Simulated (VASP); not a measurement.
# Sn (I4/mmm) in VASP: single point with r2SCAN

Aim: the single point of Sn with r2SCAN.

Program: VASP 6.6.1. These are calculated values, not measurements. Logs are shortened: lines on timing, memory, paths and dates and some standing lists are left out, and cuts for length are marked.

## 1. The cell of the first run

It takes space group I4/mmm (No. 139, tetragonal). The conventional cell has a = 3.903 Å, b = 3.903 Å, c = 3.676 Å, α = 90.00°, β = 90.00°, γ = 90.00°. Sn (site symmetry 4/mmm) has 14 Sn at 3.32 to 3.90 Å within 4.4 Å.

## 2. Single point, r2SCAN (strain +0.030 along x and y, -0.030 along z)

File POSCAR:

```
Sn
1.0
   -1.9514913738      1.9514913738      1.8378122646
    1.9514913738     -1.9514913738      1.8378122646
    1.9514913738      1.9514913738     -1.8378122646
Sn
1
Direct
    0.0000000000      0.0000000000      0.0000000000
```

File INCAR.step1:

```
PREC     = Accurate       # precision mode
ENCUT    = 520            # plane-wave cutoff, eV
ISMEAR   = 0              # smearing method
SIGMA    = 0.15           # smearing width, eV
LREAL    = F              # projectors in reciprocal space
LASPH    = T              # aspherical terms in the spheres
NELM     = 80             # most SCF steps
NBANDS   = 13             # bands
GGA      = PE             # functional
ALGO     = Normal         # electronic algorithm
EDIFF    = 1E-4           # SCF threshold, eV
LWAVE    = T              # write WAVECAR
LCHARG   = F              # write CHGCAR
```

File INCAR.step2:

```
PREC     = Accurate       # precision mode
ENCUT    = 520            # plane-wave cutoff, eV
EDIFF    = 1E-7           # SCF threshold, eV
ISMEAR   = 0              # smearing method
SIGMA    = 0.15           # smearing width, eV
LREAL    = F              # projectors in reciprocal space
LASPH    = T              # aspherical terms in the spheres
NELM     = 80             # most SCF steps
ALGO     = Normal         # electronic algorithm
ISIF     = 2              # what is computed and relaxed
LWAVE    = F              # write WAVECAR
LCHARG   = T              # write CHGCAR
METAGGA  = R2SCAN         # meta-GGA
LMIXTAU  = T            
LELF     = T              # ELF
LVHAR    = T            
NBANDS   = 13             # bands
ISTART   = 1
```

File KPOINTS:

```
Automatic mesh
0
Gamma
  18 18 18
```

Potentials or basis: VASP PAW PBE potentials, release 64 (Sn_d).

Command:

```
$ cat potpaw_PBE.64/Sn_d/POTCAR > POTCAR
$ cp INCAR.step1 INCAR
$ mpirun -np 1 vasp_std > vasp.out
$ cp INCAR.step2 INCAR
$ mpirun -np 1 vasp_std > vasp.out
```

OUTCAR:

```text
PREC = Accurate
   ENCUT = 520
   EDIFF = 1E-7
   ISMEAR = 0
   LREAL = F
   LASPH = T
   NELM = 80
   ISIF = 2
   METAGGA = R2SCAN
   ISTART = 1

 ion  position               nearest neighbor table
   1  0.000  0.000  0.000-

  LATTYP: Found a body centered tetragonal cell.
 ALAT       =     3.9029827476
 C/A-ratio  =     0.9417475728

  Lattice vectors:

 A1 = (  -1.9514913738,   1.9514913738,   1.8378122646)
 A2 = (   1.9514913738,  -1.9514913738,   1.8378122646)
 A3 = (   1.9514913738,   1.9514913738,  -1.8378122646)

Analysis of symmetry for initial positions (statically):
=====================================================================
 Subroutine PRICEL returns:
 Original cell was already a primitive cell.

 Routine SETGRP: Setting up the symmetry group for a
 body centered tetragonal supercell.

 Subroutine GETGRP returns: Found 16 space group operations
 (whereof 16 operations were pure point group operations)
 out of a pool of 16 trial point group operations.

The static configuration has the point symmetry D_4h.

Analysis of symmetry for dynamics (positions and initial velocities):
=====================================================================
 Subroutine PRICEL returns:
 Original cell was already a primitive cell.

 Routine SETGRP: Setting up the symmetry group for a
 body centered tetragonal supercell.

 Subroutine GETGRP returns: Found 16 space group operations
 (whereof 16 operations were pure point group operations)
 out of a pool of 16 trial point group operations.

The dynamic configuration has the point symmetry D_4h.

 Subroutine INISYM returns: Found 16 space group operations
 (whereof 16 operations are pure point group operations),
 and found     1 'primitive' translations

----------------------------------------------------------------------------------------

                                     Primitive cell

  volume of cell :      27.9959

  direct lattice vectors                    reciprocal lattice vectors
    -1.951491374  1.951491374  1.837812265     0.000000000  0.256214302  0.272062609
     1.951491374 -1.951491374  1.837812265     0.256214302  0.000000000  0.272062609
     1.951491374  1.951491374 -1.837812265     0.256214302  0.256214302  0.000000000

  length of vectors
     3.315748948  3.315748948  3.315748948     0.373716245  0.373716245  0.362341741

  position of ions in fractional coordinates (direct lattice)
     0.000000000  0.000000000  0.000000000

  ion indices of the primitive-cell ions
   primitive index   ion index
                 1           1

----------------------------------------------------------------------------------------

 KPOINTS: Automatic mesh

Automatic generation of k-mesh.
 Grid dimensions read from file:
 generate k-points for:   18   18   18

 Generating k-lattice:

  Cartesian coordinates                     Fractional coordinates (reciprocal lattice)
     0.000000000  0.014234128  0.015114589     0.055555556  0.000000000 -0.000000000
     0.014234128  0.000000000  0.015114589     0.000000000  0.055555556 -0.000000000
     0.014234128  0.014234128  0.000000000     0.000000000  0.000000000  0.055555556

  Length of vectors
     0.020762014  0.020762014  0.020130097

  Shift w.r.t. Gamma in fractional coordinates (k-lattice)
     0.000000000  0.000000000  0.000000000

 Subroutine IBZKPT returns following result:
 ===========================================

 Found    480 irreducible k-points:

 Following reciprocal coordinates:
            Coordinates               Weight
  0.000000  0.000000  0.000000      1.000000
  0.055556 -0.000000  0.000000      8.000000
  0.111111 -0.000000  0.000000      8.000000
  0.166667 -0.000000  0.000000      8.000000
  0.222222 -0.000000  0.000000      8.000000
  0.277778 -0.000000  0.000000      8.000000
[... 16 lines left out ...]
 -0.277778  0.055556 -0.000000     16.000000
 -0.222222  0.055556 -0.000000     16.000000
 [... further k-points ...]
   k-points           NKPTS =    480   k-points in BZ     NKDIM =    480   number of bands    NBANDS=     13
   number of dos      NEDOS =    301   number of ions     NIONS =      1
   total plane-waves  NPLWV =  21952
   dimension x,y,z NGX =    28 NGY =   28 NGZ =   28
   dimension x,y,z NGXF=    56 NGYF=   56 NGZF=   56
   ions per type =               1
   NGX,Y,Z   is equivalent  to a cutoff of  14.04, 14.04, 14.04 a.u.
   NGXF,Y,Z  is equivalent  to a cutoff of  28.08, 28.08, 28.08 a.u.
 SYSTEM =  unknown system
   PREC   = accura    normal or accurate (medium, high low for compatibility)
   ISTART =      1    job   : 0-new  1-cont  2-samecut
   ICHARG =      0    charge: 1-file 2-atom 10-const
   ISPIN  =      1    spin polarized calculation?
   LNONCOLLINEAR =      F non collinear calculations
   LSORBIT =      F    spin-orbit coupling
   LASPH  =      T    aspherical Exc in radial PAW
   ENCUT  =  520.0 eV  38.22 Ry    6.18 a.u.   6.17  6.17  6.17*2*pi/ulx,y,z
   NELM   =     80;   NELMIN=  2; NELMDL=  0     # of ELM steps
   EDIFF  = 0.1E-06   stopping-criterion for ELM
   LREAL  =      F    real-space projection
   EDIFFG = 0.1E-05   stopping-criterion for IOM
   NSW    =      0    number of steps for IOM
   IBRION =     -1    ionic relax: 0-MD 1-quasi-New 2-CG
   NFREE  =      0    steps in history (QN), initial steepest desc. (CG)
   ISIF   =      2    stress and relaxation
   ISYM   =      2    0-nonsym 1-usesym 2-fastsym
   POTIM  = 0.5000    time-step for ionic-motion
   TEBEG  =    0.0;   TEEND  =   0.0 temperature during run
   PSTRESS=    0.0 pullay stress
   NELECT =      14.0000    total number of electrons
   NUPDOWN=      -1.0000    fix difference up-down
   EMIN   =  10.00;   EMAX   =-10.00  energy-range for DOS
   EFERMI =   0.00;   METHOD = LEGACY
   ISMEAR =     0;   SIGMA  =   0.15  broadening in eV -4-tet -1-fermi 0-gaus
   EFERMI_NEDOS =   21; number of points for ismear=-14 and -15
   IALGO  =     38    algorithm
   IMIX   =      4    mixing-type and parameters
     AMIX     =   0.40;   BMIX     =  1.00
     AMIX_MAG =   1.60;   BMIX_MAG =  1.00
  volume/ion in A,a.u.               =      28.00       188.93
  Fermi-wavevector in a.u.,A,eV,Ry     =   1.299429  2.455566 22.973667  1.688517
  Thomas-Fermi vector in A             =   2.430694
   LORBIT       =      0    0 simple, 1 ext, 2 COOP (PROOUT), +10 PAW based schemes
   METAGGA = R2SCAN    functional components
   LHFCALC =     F    Hartree Fock is set to
   AEXX    =    0.0000 exact exchange contribution
   IVDW    =     0    specifies the selected vdW correction
   LEPSILON=     F    determine dielectric tensor
   LRPA    =     F    only Hartree local field effects (RPA)
 non-spin polarized calculation
 Gauss-broadening in eV      SIGMA  =   0.15
  energy-cutoff  :      520.00
  volume of cell :       28.00
 maximum number of plane-waves:       779
 NGX is ok and might be reduce to    28
   NGX = 13   NGY = 13   NGZ = 13

 number of electron      13.9999998 magnetization

 Free energy of the ion-electron system (eV)
  ---------------------------------------------------
  ext. energy  EPLUGINS =         0.00000000
  ---------------------------------------------------
  free energy    TOTEN  =       -24.50341595 eV

  energy without entropy =      -24.49756020  energy(sigma->0) =      -24.50048808

 E-fermi :   7.6920     XC(G=0): -11.1015

 val. band max:        7.6800119729   @ k =   0.2222   0.1111   0.0556
 cond. band min:       7.7013690414   @ k =  -0.2778  -0.3333   0.2778
 fundamental gap:      0.0213570685
 Fermi energy:         7.6919535670

 k-point     1 :       0.0000    0.0000    0.0000
  band No.  band energies     occupation
      1     -14.5797      2.00000
      2     -14.5636      2.00000
      3     -14.5636      2.00000
      4     -14.4500      2.00000
      5     -14.4173      2.00000
      6      -3.7536      2.00000
      7      15.6241      0.00000
      8      15.6241      0.00000
      9      16.1360      0.00000
     10      19.8689      0.00000
     11      20.3644      0.00000
     12      20.3644      0.00000
     13      21.1558      0.00000

 k-point     2 :       0.0556   -0.0000    0.0000
  band No.  band energies     occupation
      1     -14.5777      2.00000
      2     -14.5618      2.00000
      3     -14.5604      2.00000
      4     -14.4499      2.00000
      5     -14.4188      2.00000
      6      -3.6825      2.00000
      7      15.2378      0.00000
      8      15.3224      0.00000
      9      15.8398      0.00000
     10      19.4315      0.00000
     11      19.5195      0.00000
     12      20.5681      0.00000
     13      20.6962      0.00000

 k-point     3 :       0.1111   -0.0000    0.0000
  band No.  band energies     occupation
      1     -14.5786      2.00000
      2     -14.5572      2.00000
      3     -14.5447      2.00000
      4     -14.4493      2.00000
      5     -14.4228      2.00000
      6      -3.4692      2.00000
      7      13.9250      0.00000
      8      14.6306      0.00000
      9      15.4190      0.00000
     10      18.5689      0.00000
     11      18.6267      0.00000
     12      20.4400      0.00000
     13      21.5032      0.00000
[... 305 lines left out ...]
 k-point    23 :      -0.2778    0.0556   -0.0000
  band No.  band energies     occupation
      1     -14.5929      2.00000
      2     -14.5453      2.00000
      3     -14.4592      2.00000
      4     -14.4493      2.00000
      5     -14.4340      2.00000
      6      -2.2823      2.00000
      7       9.4936      0.00000
      8      12.2369      0.00000
      9      13.9230      0.00000
     10      16.9904      0.00000
     11      17.9015      0.00000
     12      21.0514      0.00000
     13      23.1382      0.00000

 k-point    24 :      -0.2222    0.0556   -0.0000
  band No.  band energies     occupation
      1     -14.5849      2.00000
      2     -14.5500      2.00000
      3     -14.4945      2.00000
      4     -14.4528      2.00000
      5     -14.4293      2.00000
      6      -2.8466      2.00000
      7      11.2570      0.00000
      8      12.9951      0.00000
      9      14.4602      0.00000
     10      17.5390      0.00000
     11      18.3643      0.00000
     12      20.6295      0.00000
     13      22.8301      0.00000

 [... further k-points ...]

------------------------ aborting loop because EDIFF is reached ----------------------------------------

  FORCE on cell =-STRESS in cart. coord.  units (eV):
  Direction    XX          YY          ZZ          XY          YZ          ZX
  --------------------------------------------------------------------------------------
  -------------------------------------------------------------------------------------
  Total       -0.2449889     -0.2449889     -0.4335396      0.0000000     -0.0000000      0.0000000
  in kB      -14.0204686    -14.0204686    -24.8110359      0.0000000     -0.0000000      0.0000000
  external PRESSURE =     -17.6173244 kB  Pullay stress =       0.0000000 kB

 VOLUME and BASIS-vectors are now :
 -----------------------------------------------------------------------------
  energy-cutoff  :      520.00
  volume of cell :       28.00
      direct lattice vectors                 reciprocal lattice vectors
    -1.951491374  1.951491374  1.837812265     0.000000000  0.256214302  0.272062609
     1.951491374 -1.951491374  1.837812265     0.256214302  0.000000000  0.272062609
     1.951491374  1.951491374 -1.837812265     0.256214302  0.256214302  0.000000000

 POSITION                                       TOTAL-FORCE (eV/Angst)
 -----------------------------------------------------------------------------------
      0.00000      0.00000      0.00000        -0.000000      0.000000      0.000000
 -----------------------------------------------------------------------------------
    total drift:                               -0.000000     -0.000000     -0.000000

  FREE ENERGIE OF THE ION-ELECTRON SYSTEM (eV)
  ---------------------------------------------------
  free  energy   TOTEN  =       -24.5034159495 eV

  energy  without entropy=      -24.4975602020  energy(sigma->0) =      -24.50048808
```

Wall time 5.5 min (1 thread of Intel Xeon 6975P-C (Granite Rapids), shared host); peak memory 0.29 GiB.

Results:

```yaml
Free_energy: -24.5034 eV
Pressure: -1.8 GPa
Band_gap_on_the_k_mesh: zero (bands 7 and 8 overlap by 10.40 eV)
```

Levels at points of the mesh, in eV from the Fermi level:
```
           k point  band 3  band 4  band 5  band 6  band 7  band 8  band 9  band 10  band 11  band 12
(0.00, 0.00, 0.00)  -22.26  -22.14  -22.11  -11.45    7.93    7.93    8.44    12.18    12.67    12.67
(0.50, 0.00, 0.00)  -22.13  -22.12  -22.04   -6.48   -4.49    3.39    5.36     8.12     8.18    15.55
(0.50, 0.50, 0.00)  -22.15  -22.13  -22.05   -6.91   -4.64    4.19    6.43     8.99     9.26    14.57
(0.50, 0.50, 0.50)  -22.07  -22.07  -22.05   -2.62   -0.96   -0.96    0.27     3.96     4.55    18.99
```

Caveat: the cell differs from its parent crystal (strain +0.030 along x and y, -0.030 along z); the PAW data sets were made with another functional, which shifts forces and pressure a little; spin-orbit coupling is left out, which moves the levels of the heavy elements.

The gap in the log of VASP goes by the Fermi energy; the results here count the filled bands.